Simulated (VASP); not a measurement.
Write the native input for VASP 6.6.1 that does the following.

```
Task                   : single point
Functional             : LDA
Potentials or basis    : VASP PAW LDA potentials, release 64 (Mg, O)
Cutoff                 : 520 eV
k mesh                 : 8 × 5 × 1
Occupations            : gaussian, width 0.1 eV
Spin                   : no spin polarisation
Dipole correction      : yes
Further INCAR settings : ALGO = Normal; EDIFF = 1e-07; NBANDS = 15
```

The structure of Mg4O lies in POSCAR:

```
Mg4O
1.0
    3.1466128697      0.0000000000      0.0000000000
    0.0000000000      5.0388886589      0.0000000000
    0.0000000000      0.0000000000     20.5846139733
Mg O
4 1
Direct
    0.0000000000      0.7500000000      0.1943198937
    0.5000000000      0.2500000000      0.2384474589
    0.5000000000      0.7500000000      0.3306067122
    0.0000000000      0.2500000000      0.3684603453
    0.3750000000      0.6250000000      0.5205156622
```

These files were run (other wordings do the same):

INCAR

```
PREC = Accurate
ENCUT = 520
EDIFF = 1E-7
ISMEAR = 0
SIGMA = 0.1
LREAL = F
LASPH = T
NELM = 80
ALGO = Normal
ISIF = 2
LWAVE = F
LCHARG = F
LDIPOL = T
IDIPOL = 3
DIPOL = 0.5 0.5 0.330
GGA = CA
NBANDS = 15
```

KPOINTS

```
Automatic mesh
0
Gamma
  8 5 1
```

Potentials or basis: VASP PAW LDA potentials, release 64 (Mg, O).

The run is started by

```sh
$ cat potpaw_LDA.64/Mg/POTCAR potpaw_LDA.64/O/POTCAR > POTCAR
$ mpirun -np 1 vasp_std > vasp.out
```

Results of the run:

```json
{
  "Largest force": "0.987 eV/Å",
  "Band gap on the k mesh": "zero (bands 7 and 8 overlap by 0.17 eV)"
}
```

Wall time 2.9 min on 1 thread of Intel Xeon 6975P-C, with other jobs on the host, peak memory 0.35 GiB.
